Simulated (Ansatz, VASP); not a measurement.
# MgCd3Se4: VASP beside Ansatz

```
CELL_PARAMETERS angstrom
6.78832 0.00000 0.00000
0.00000 6.78832 0.00000
0.00000 0.00000 5.15981
ATOMIC_POSITIONS crystal
Mg 0.50000 0.50000 0.00000
Cd 0.00000 0.00000 0.50000
Cd 0.50000 0.00000 0.50000
Cd 0.00000 0.50000 0.50000
Se 0.31444 0.00000 0.00000
Se 0.68556 0.00000 0.00000
Se 0.00000 0.31444 0.00000
Se 0.00000 0.68556 0.00000
```

Alike in both runs: functional PBE; k mesh 2 × 2 × 2; occupations gaussian, width 0.15 eV; no spin polarisation.

Ansatz relaxed the structure, and its values are those at the end. VASP's run is a single point on that final structure, the one shown.

|  | VASP | Ansatz |
| --- | --- | --- |
| version | VASP 6.6.1 | Ansatz 0.2.0 |
| potentials or method | VASP PAW PBE potentials, release 64 (Mg, Cd, Se), cutoff 600 eV | scalar-relativistic, plane waves, PAW |
| valence electrons in the cell | 62 | 134 |

VASP gave:

| Property | Result |
| --- | --- |
| gap on the k mesh at the Fermi level (eV) | none |
| pressure (GPa) | 0.0 |
| rms of the force components (eV/Å) | 0.007 |

**Question.** What did Ansatz give for the same quantities?

**Answer.** gap on the k mesh at the Fermi level (eV): none; pressure (GPa): -0.1; rms of the force components (eV/Å): 0.017.

A gap of «none» marks a metal or a gap that the smearing closes. The functional is the same, so the differences come from potentials, cutoffs and numerics. VASP's potentials hold 62 valence electrons a cell and Ansatz's 134, so a difference there can come from the potentials and not from the codes.

The k mesh is coarse, so the values compare programs but aren't converged.
